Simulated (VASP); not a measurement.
Wanted: the native input for a VASP 6.6.1 run.

```
Task                   : single point
Functional             : PBE
Potentials or basis    : VASP PAW PBE potentials, release 64 (Cs_sv, Ba_sv, Pt)
Cutoff                 : 520 eV
k mesh                 : 3 × 3 × 4
Occupations            : gaussian, width 0.1 eV
Spin                   : no spin polarisation
Dipole correction      : no
Further INCAR settings : ALGO = Fast; EDIFF = 1e-06; NBANDS = 60
```

The structure of CsBaPt3 lies in POSCAR:

```
CsBaPt3
1.0
    6.0678081704      0.0000000000      0.0000000000
   -3.0339040852      5.2548760209      0.0000000000
    0.0000000000      0.0000000000     10.2556520351
Cs Ba Pt
2 2 6
Direct
    0.3333333333      0.6666666667      0.7500000000
    0.6666666667      0.3333333333      0.2500000000
    0.0000000000      0.0000000000      0.5000000000
    0.0000000000      0.0000000000      0.0000000000
    0.1825786487      0.3651572974      0.2500000000
    0.8174213513      0.1825786487      0.7500000000
    0.8174213513      0.6348427026      0.7500000000
    0.1825786487      0.8174213513      0.2500000000
    0.6348427026      0.8174213513      0.2500000000
    0.3651572974      0.1825786487      0.7500000000
```

One way to write it, as run:

INCAR

```
PREC = Accurate ; ENCUT = 520
EDIFF = 1E-6 ; ISMEAR = 0
SIGMA = 0.1 ; LREAL = False
LASPH = True ; NELM = 80
ALGO = Fast ; ISIF = 2
LWAVE = False ; LCHARG = False
GGA = PE ; NBANDS = 60
```

KPOINTS

```
Automatic mesh
0
Gamma
  3 3 4
```

Potentials or basis: VASP PAW PBE potentials, release 64 (Cs_sv, Ba_sv, Pt).

The run is started by

```bash
$ cat potpaw_PBE.64/Cs_sv/POTCAR potpaw_PBE.64/Ba_sv/POTCAR potpaw_PBE.64/Pt/POTCAR > POTCAR
$ mpirun -np 1 vasp_std > vasp.out
```

Results of the run:

```yaml
Pressure: 0.7 GPa
Largest_force: 0.107 eV/Å
Band_gap_on_the_k_mesh: zero (bands 49 and 50 overlap by 1.75 eV)
```

Caveat: the k points lie up to 0.40 Å⁻¹ apart, too coarse for converged energies and pressures of a metal; spin-orbit coupling is left out, which moves the levels of the heavy elements.

It took 3.1 min on 1 thread of AMD EPYC 9R45 (Zen 5), with other jobs on the host, peak memory 0.49 GiB.
